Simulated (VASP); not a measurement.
# Ga3Se: single point with LDA

Crystal: Ga3Se.

```
CELL_PARAMETERS angstrom
4.43246 0.00000 0.00000
0.00000 4.43246 0.00000
0.00000 0.00000 4.43246
ATOMIC_POSITIONS crystal
Se 0.00000 0.00000 0.00000
Ga 0.50000 0.50000 0.00000
Ga 0.50000 0.00000 0.50000
Ga 0.00000 0.50000 0.50000
```

| Quantity | Value |
| --- | --- |
| Program | VASP 6.6.1 |
| Task | single point |
| Functional | LDA |
| Potentials or basis | VASP PAW LDA potentials, release 64 (Se, Ga_d) |
| Cutoff | 520 eV |
| k mesh | 6 × 6 × 6 |
| Occupations | fermi-dirac, width 0.05 eV |
| Spin | no spin polarisation |

| Property | Result |
| --- | --- |
| Pressure | -4.8 GPa |

Levels at points of the mesh, in eV from the Fermi level:
```
           k point  band 19  band 20  band 21  band 22  band 23  band 24  band 25  band 26  band 27  band 28
(0.00, 0.00, 0.00)    -3.68    -3.68    -2.92    -2.92     1.61     1.61     1.61     4.34     4.34     4.34
(0.50, 0.00, 0.00)    -2.74    -2.74    -2.27    -1.00    -0.25    -0.25     1.19     3.94     4.14     4.14
(0.50, 0.50, 0.00)    -6.41    -2.10    -0.79    -0.73    -0.73     1.32     1.66     1.66     1.86     5.24
(0.50, 0.50, 0.50)    -5.12    -4.82    -4.82    -4.82    -3.45     3.94     3.94     3.94     8.41     8.42
```

It took 17 s on 1 thread of Intel(R) Xeon(R) 6975P-C (Granite Rapids), on a shared host, peak memory 0.19 GiB.
